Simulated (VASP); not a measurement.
# TaC (Fm-3m) in VASP: further runs

The runs below take TaC through elastic constants, with PBEsol.

Program: VASP 6.6.1. These are calculated values, not measurements. Logs are shortened: lines on timing, memory, paths and dates and some standing lists are left out, and cuts for length are marked.

## Step 1: The cell of the first run

It takes space group Fm-3m (No. 225, cubic). The conventional cell has a = 4.411 Å, b = 4.411 Å, c = 4.411 Å, α = 90.00°, β = 90.00°, γ = 90.00°. Within 2.9 Å of Ta (site symmetry m-3m) lie 6 C at 2.21 Å. C (site symmetry m-3m) has 6 Ta at 2.21 Å within 2.9 Å.

## Step 2: Elastic constants, PBEsol

The input, INCAR:

```
SYSTEM = TaC
ALGO = Normal
EDIFF = 1E-8
ENCUT = 600
GGA = PS
GGA_COMPAT = .False.
IBRION = 6
ISIF = 3
ISMEAR = -1
LASPH = .True.
LCHARG = .False.
LREAL = .False.
LWAVE = .False.
NELM = 120
NFREE = 2
NSW = 1
POTIM = 0.015
PREC = Accurate
SIGMA = 0.08
```

The input, KPOINTS:

```
k-points
0
Gamma
  18 18 18
  0 0 0
```

The input, POSCAR:

```
TaC
1.0
    0.0000000000      2.2057460722      2.2057460722
    2.2057460722      0.0000000000      2.2057460722
    2.2057460722      2.2057460722      0.0000000000
Ta C
1 1
Direct
    0.0000000000      0.0000000000      0.0000000000
    0.5000000000      0.5000000000      0.5000000000
```

Potentials or basis: VASP PAW PBE potentials, release 64 (Ta_pv, C).

Command:

```sh
cat potpaw_PBE.64/Ta_pv/POTCAR potpaw_PBE.64/C/POTCAR > POTCAR
mpirun -np 1 vasp_std > vasp.out
```

OUTCAR:

```text
SYSTEM = TaC
   EDIFF = 1E-8
   ENCUT = 600
   GGA = PS
   IBRION = 6
   ISIF = 3
   ISMEAR = -1
   LASPH = .True.
   LREAL = .False.
   NELM = 120
   NFREE = 2
   NSW = 1
   POTIM = 0.015
   PREC = Accurate

 ion  position               nearest neighbor table
   1  0.000  0.000  0.000-   2 2.21   2 2.21   2 2.21   2 2.21   2 2.21   2 2.21
   2  0.500  0.500  0.500-   1 2.21   1 2.21   1 2.21   1 2.21   1 2.21   1 2.21

  LATTYP: Found a face centered cubic cell.
 ALAT       =     4.4114921444

  Lattice vectors:

 A1 = (   0.0000000000,   2.2057460722,   2.2057460722)
 A2 = (   2.2057460722,   0.0000000000,   2.2057460722)
 A3 = (   2.2057460722,   2.2057460722,   0.0000000000)

Analysis of symmetry for initial positions (statically):
=====================================================================
 Subroutine PRICEL returns:
 Original cell was already a primitive cell.

 Routine SETGRP: Setting up the symmetry group for a
 face centered cubic supercell.

 Subroutine GETGRP returns: Found 48 space group operations
 (whereof 48 operations were pure point group operations)
 out of a pool of 48 trial point group operations.

The static configuration has the point symmetry O_h .

Analysis of symmetry for dynamics (positions and initial velocities):
=====================================================================
 Subroutine PRICEL returns:
 Original cell was already a primitive cell.

 Routine SETGRP: Setting up the symmetry group for a
 face centered cubic supercell.

 Subroutine GETGRP returns: Found 48 space group operations
 (whereof 48 operations were pure point group operations)
 out of a pool of 48 trial point group operations.

The dynamic configuration has the point symmetry O_h .

 Subroutine INISYM returns: Found 48 space group operations
 (whereof 48 operations are pure point group operations),
 and found     1 'primitive' translations

----------------------------------------------------------------------------------------

                                     Primitive cell

  volume of cell :      21.4633

  direct lattice vectors                    reciprocal lattice vectors
     0.000000000  2.205746072  2.205746072    -0.226680671  0.226680671  0.226680671
     2.205746072  0.000000000  2.205746072     0.226680671 -0.226680671  0.226680671
     2.205746072  2.205746072  0.000000000     0.226680671  0.226680671 -0.226680671

  length of vectors
     3.119396010  3.119396010  3.119396010     0.392622439  0.392622439  0.392622439

  position of ions in fractional coordinates (direct lattice)
     0.000000000  0.000000000  0.000000000
     0.500000000  0.500000000  0.500000000

  ion indices of the primitive-cell ions
   primitive index   ion index
                 1           1
                 2           2

----------------------------------------------------------------------------------------

 KPOINTS: k-points

Automatic generation of k-mesh.
 Grid dimensions read from file:
 generate k-points for:   18   18   18

 Generating k-lattice:

  Cartesian coordinates                     Fractional coordinates (reciprocal lattice)
    -0.012593371  0.012593371  0.012593371     0.055555556  0.000000000  0.000000000
     0.012593371 -0.012593371  0.012593371     0.000000000  0.055555556  0.000000000
[... 110 lines left out ...]

  FORCE on cell =-STRESS in cart. coord.  units (eV):
  Direction    XX          YY          ZZ          XY          YZ          ZX
  --------------------------------------------------------------------------------------
  -------------------------------------------------------------------------------------
  Total        1.0461041      1.0461041      1.0461041     -0.0000000      0.0000000      0.0000000
  in kB       78.0888392     78.0888392     78.0888392     -0.0000000      0.0000000      0.0000000
  external PRESSURE =      78.0888392 kB  Pullay stress =       0.0000000 kB
[... 89 lines left out ...]
  FREE ENERGIE OF THE ION-ELECTRON SYSTEM (eV)
  ---------------------------------------------------
  free  energy   TOTEN  =       -23.4875847287 eV

  energy  without entropy=      -23.4728695277  energy(sigma->0) =      -23.48022713

[... ionic steps 4 to 14 ...]

--------------------------------------- Ionic step       15  -------------------------------------------

 number of electron      15.0000000 magnetization

------------------------ aborting loop because EDIFF is reached ----------------------------------------
[... 67 lines left out ...]
--------------------------------------- Ionic step       17  -------------------------------------------

 number of electron      14.9999999 magnetization

 Free energy of the ion-electron system (eV)
  ---------------------------------------------------
  ext. energy  EPLUGINS =         0.00000000
  ---------------------------------------------------
  free energy    TOTEN  =       -23.51488254 eV

  energy without entropy =      -23.49938513  energy(sigma->0) =      -23.50713383

 E-fermi :   8.5302     XC(G=0): -13.4810

 val. band max:        8.5222287502   @ k =   0.2222   0.1111   0.4444
 cond. band min:       8.5425035032   @ k =   0.0556   0.0556   0.0000
 fundamental gap:      0.0202747530
 Fermi energy:         8.5301894265

 k-point     1 :       0.0000    0.0000    0.0000
  band No.  band energies     occupation
      1     -26.3630      2.00000
      2     -26.3627      2.00000
      3     -26.3627      2.00000
      4      -6.4531      2.00000
      5       7.1152      2.00000
      6       7.1152      2.00000
      7       7.1279      2.00000
      8       8.0668      1.99391
      9       8.1000      1.99080
     10       8.1000      1.99080
     11       9.2150      0.00038
[... 309 lines left out ...]
 k-point    24 :      -0.2222    0.0556    0.0000
  band No.  band energies     occupation
      1     -26.7583      2.00000
      2     -26.4312      2.00000
      3     -26.3922      2.00000
      4      -4.8195      2.00000
      5       3.2763      2.00000
      6       4.2475      2.00000
      7       4.5527      2.00000
      8       8.5188      1.07082
      9       9.1821      0.00058
     10       9.8978      0.00000
     11      13.5148      0.00000

 [... further k-points ...]

------------------------ aborting loop because EDIFF is reached ----------------------------------------

  FORCE on cell =-STRESS in cart. coord.  units (eV):
  Direction    XX          YY          ZZ          XY          YZ          ZX
  --------------------------------------------------------------------------------------
  -------------------------------------------------------------------------------------
  Total        1.0615334      1.0453493      1.0453493      0.0000000     -0.0000000     -0.0000000
  in kB       79.2405939     78.0324902     78.0324902      0.0000000     -0.0000000     -0.0000000
  external PRESSURE =      78.4351914 kB  Pullay stress =       0.0000000 kB
[... 17 lines left out ...]
  FREE ENERGIE OF THE ION-ELECTRON SYSTEM (eV)
  ---------------------------------------------------
  free  energy   TOTEN  =       -23.5148825394 eV

  energy  without entropy=      -23.4993851254  energy(sigma->0) =      -23.50713383

 INTERNAL STRAIN TENSORS FROM STRAINED CELLS
 ============================================

 INTERNAL STRAIN TENSOR FOR ION    1 for displacements in x,y,z  (eV/Angst):
          X           Y           Z          XY          YZ          ZX
  --------------------------------------------------------------------------------
  x     0.00000    -0.00000    -0.00000     0.00000     0.00000    -0.00000
  y     0.00000     0.00000    -0.00000    -0.00000     0.00000     0.00000
  z    -0.00000     0.00000     0.00000     0.00000     0.00000     0.00000

 INTERNAL STRAIN TENSORS FROM DISPLACED ATOMS
 ============================================

 INTERNAL STRAIN TENSOR FOR ION    1 for displacements in x,y,z  (eV/Angst):
          X           Y           Z          XY          YZ          ZX
  --------------------------------------------------------------------------------
  x     0.00000     0.00000     0.00000     0.00000     0.00000     0.00000
  y     0.00000     0.00000     0.00000     0.00000     0.00000     0.00000
  z     0.00000     0.00000     0.00000     0.00000     0.00000     0.00000

 INTERNAL STRAIN TENSOR FOR ION    2 for displacements in x,y,z  (eV/Angst):
          X           Y           Z          XY          YZ          ZX
  --------------------------------------------------------------------------------
  x     0.00000     0.00000     0.00000     0.00000     0.00000     0.00000
  y     0.00000     0.00000     0.00000     0.00000     0.00000     0.00000
  z     0.00000     0.00000     0.00000     0.00000     0.00000     0.00000

 Eigenvectors and eigenvalues of the dynamical matrix
 ----------------------------------------------------

   1 f  =   17.508360 THz   110.008268 2PiTHz  584.016014 cm-1    72.408725 meV
             X         Y         Z           dx          dy          dz
      0.000000  0.000000  0.000000     0.000000    0.249493    0.000000
      2.205746  2.205746  2.205746     0.000000   -0.968377    0.000000
[... 21 lines left out ...]
   6 f/i=    0.000009 THz     0.000059 2PiTHz    0.000311 cm-1     0.000039 meV
             X         Y         Z           dx          dy          dz
      0.000000  0.000000  0.000000     0.000000    0.000000    0.968377
      2.205746  2.205746  2.205746     0.000000    0.000000    0.249493

--------------------------------------------------------------------------------------------------------

 ELASTIC MODULI CONTR FROM IONIC RELAXATION (kBar)
 Direction    XX          YY          ZZ          XY          YZ          ZX
 --------------------------------------------------------------------------------
 XX           0.0000      0.0000      0.0000      0.0000      0.0000      0.0000
 YY           0.0000      0.0000      0.0000      0.0000      0.0000      0.0000
 ZZ           0.0000      0.0000      0.0000      0.0000      0.0000      0.0000
 XY           0.0000      0.0000      0.0000      0.0000      0.0000      0.0000
 YZ           0.0000      0.0000      0.0000      0.0000      0.0000      0.0000
 ZX           0.0000      0.0000      0.0000      0.0000      0.0000      0.0000
 --------------------------------------------------------------------------------

 TOTAL ELASTIC MODULI (kBar)
 Direction    XX          YY          ZZ          XY          YZ          ZX
 --------------------------------------------------------------------------------
 XX        8289.9732   1399.5208   1399.5208     -0.0000     -0.0000     -0.0000
 YY        1399.5208   8289.9732   1399.5208      0.0000     -0.0000      0.0000
 ZZ        1399.5208   1399.5208   8289.9732      0.0000      0.0000      0.0000
 XY          -0.0000      0.0000      0.0000   1786.1883      0.0000      0.0000
 YZ          -0.0000     -0.0000      0.0000      0.0000   1786.1883      0.0000
 ZX          -0.0000      0.0000      0.0000      0.0000      0.0000   1786.1883
 --------------------------------------------------------------------------------
```

Run time: 24 min. Hardware: 1 thread of Intel Xeon 6975P-C (Granite Rapids), shared host; peak memory 0.89 GiB.

What came out:

```yaml
Elastic_constants_C11_C12_C44: 829, 140, 179 GPa
Voigt_bulk_modulus: 370 GPa
Highest_phonon_frequency_at_Γ: 584 cm⁻¹
```

Phonon frequencies in cm⁻¹ (negative: imaginary):
```tsv
q point	frequencies
(0.000, 0.000, 0.000)	0 0 0 584 584 584
```

Elastic tensor in Voigt notation (GPa, in the Cartesian axes of the cell as first typed):
```
829 140 140   0   0   0
140 829 140   0   0   0
140 140 829   0   0   0
  0   0   0 179   0   0
  0   0   0   0 179   0
  0   0   0   0   0 179
```

Clamped-ion elastic tensor (GPa):
```
829 140 140   0   0   0
140 829 140   0   0   0
140 140 829   0   0   0
  0   0   0 179   0   0
  0   0   0   0 179   0
  0   0   0   0   0 179
```

Caveat: the cell is under stress, which shifts elastic constants; the PAW data sets were made with another functional, which shifts forces and pressure a little; spin-orbit coupling is left out, which moves the levels of the heavy elements.

## Step 3: Elastic constants, PBEsol

This run uses another cell than the first one, of 10.91 Å³/atom.

The input, INCAR:

```
  ALGO = Normal
  EDIFF = 1E-8
  ENCUT = 600
  GGA = PS
  GGA_COMPAT = F
  IBRION = 6
  ISIF = 3
  ISMEAR = -1
  LASPH = T
  LCHARG = F
  LREAL = F
  LWAVE = F
  NELM = 120
  NFREE = 2
  NSW = 1
  POTIM = 0.015
  PREC = Accurate
  SIGMA = 0.08
```

The input, KPOINTS:

```
k-points
0
Gamma
  18 18 18
```

The input, POSCAR:

```
TaC
1.0
    0.0000000000      2.2179422090      2.2179422090
    2.2179422090      0.0000000000      2.2179422090
    2.2179422090      2.2179422090      0.0000000000
Ta C
1 1
Direct
    0.0000000000      0.0000000000      0.0000000000
    0.5000000000      0.5000000000      0.5000000000
```

Potentials or basis: VASP PAW PBE potentials, release 64 (Ta_pv, C).

Command:

```sh
cat potpaw_PBE.64/Ta_pv/POTCAR potpaw_PBE.64/C/POTCAR > POTCAR
mpirun -np 1 vasp_std > vasp.out
```

OUTCAR:

```text
EDIFF = 1E-8
   ENCUT = 600
   GGA = PS
   IBRION = 6
   ISIF = 3
   ISMEAR = -1
   LASPH = T
   LREAL = F
   NELM = 120
   NFREE = 2
   NSW = 1
   POTIM = 0.015
   PREC = Accurate

 ion  position               nearest neighbor table
   1  0.000  0.000  0.000-   2 2.22   2 2.22   2 2.22   2 2.22   2 2.22   2 2.22
[... 787 lines left out ...]
      0.000000  0.000000  0.000000     0.000000    0.249488    0.000000
      2.217942  2.217942  2.217942     0.000000   -0.968378    0.000000
[... 21 lines left out ...]
   6 f/i=    0.000070 THz     0.000440 2PiTHz    0.002338 cm-1     0.000290 meV
             X         Y         Z           dx          dy          dz
      0.000000  0.000000  0.000000     0.000000    0.000000    0.968378
      2.217942  2.217942  2.217942     0.000000    0.000000    0.249488

--------------------------------------------------------------------------------------------------------

 ELASTIC MODULI CONTR FROM IONIC RELAXATION (kBar)
 Direction    XX          YY          ZZ          XY          YZ          ZX
 --------------------------------------------------------------------------------
 XX           0.0000      0.0000      0.0000      0.0000      0.0000      0.0000
 YY           0.0000      0.0000      0.0000      0.0000      0.0000      0.0000
 ZZ           0.0000      0.0000      0.0000      0.0000      0.0000      0.0000
 XY           0.0000      0.0000      0.0000      0.0000      0.0000      0.0000
 YZ           0.0000      0.0000      0.0000      0.0000      0.0000      0.0000
 ZX           0.0000      0.0000      0.0000      0.0000      0.0000      0.0000
 --------------------------------------------------------------------------------

 TOTAL ELASTIC MODULI (kBar)
 Direction    XX          YY          ZZ          XY          YZ          ZX
 --------------------------------------------------------------------------------
 XX        7787.0925   1366.1657   1366.1657      0.0000     -0.0000      0.0000
 YY        1366.1657   7787.0925   1366.1657      0.0000     -0.0000      0.0000
 ZZ        1366.1657   1366.1657   7787.0925     -0.0000     -0.0000      0.0000
 XY           0.0000      0.0000     -0.0000   1750.0529      0.0000      0.0000
 YZ          -0.0000     -0.0000     -0.0000      0.0000   1750.0529      0.0000
 ZX           0.0000      0.0000      0.0000      0.0000      0.0000   1750.0529
 --------------------------------------------------------------------------------
```

OSZICAR:

```text
N       E                     dE             d eps       ncg     rms          rms(c)
DAV:   1     0.834700170666E+02    0.83470E+02   -0.89791E+03  4298   0.149E+03
DAV:   2    -0.231726075189E+02   -0.10664E+03   -0.10240E+03  4941   0.338E+02
DAV:   3    -0.267233401726E+02   -0.35507E+01   -0.34785E+01  5466   0.540E+01
DAV:   4    -0.267771227067E+02   -0.53783E-01   -0.53085E-01  4997   0.602E+00
[... 188 lines left out ...]
DAV:   4    -0.235259395113E+02   -0.12377E-04   -0.21187E-04 12033   0.124E-01    0.189E-02
DAV:   5    -0.235259378407E+02    0.16706E-05   -0.47967E-06 12962   0.234E-02    0.918E-03
DAV:   6    -0.235259376375E+02    0.20325E-06   -0.84835E-07 12163   0.103E-02    0.160E-03
DAV:   7    -0.235259376193E+02    0.18111E-07   -0.10701E-07 12280   0.283E-03    0.525E-04
DAV:   8    -0.235259376158E+02    0.35600E-08   -0.89581E-09  7578   0.996E-04
  17 F= -.23525938E+02 E0= -.23518115E+02  d E =-.156450E-01
```

It took 23 min on 1 thread of Intel Xeon 6975P-C (Granite Rapids), shared host; peak memory 0.92 GiB.

Results:

* Elastic constants C11, C12, C44: 779, 137, 175 GPa
* Voigt bulk modulus: 351 GPa
* Highest phonon frequency at Γ: 566 cm⁻¹

Phonon frequencies in cm⁻¹ (negative: imaginary):
| q point | frequencies |
| --- | --- |
| (0.000, 0.000, 0.000) | 0 0 0 566 566 566 |

Elastic tensor in Voigt notation (GPa, in the Cartesian axes of the cell as first typed):
```
779 137 137   0   0   0
137 779 137   0   0   0
137 137 779   0   0   0
  0   0   0 175   0   0
  0   0   0   0 175   0
  0   0   0   0   0 175
```

Clamped-ion elastic tensor (GPa):
```
779 137 137   0   0   0
137 779 137   0   0   0
137 137 779   0   0   0
  0   0   0 175   0   0
  0   0   0   0 175   0
  0   0   0   0   0 175
```

Caveat: the cell is under stress, which shifts elastic constants; the PAW data sets were made with another functional, which shifts forces and pressure a little; spin-orbit coupling is left out, which moves the levels of the heavy elements.
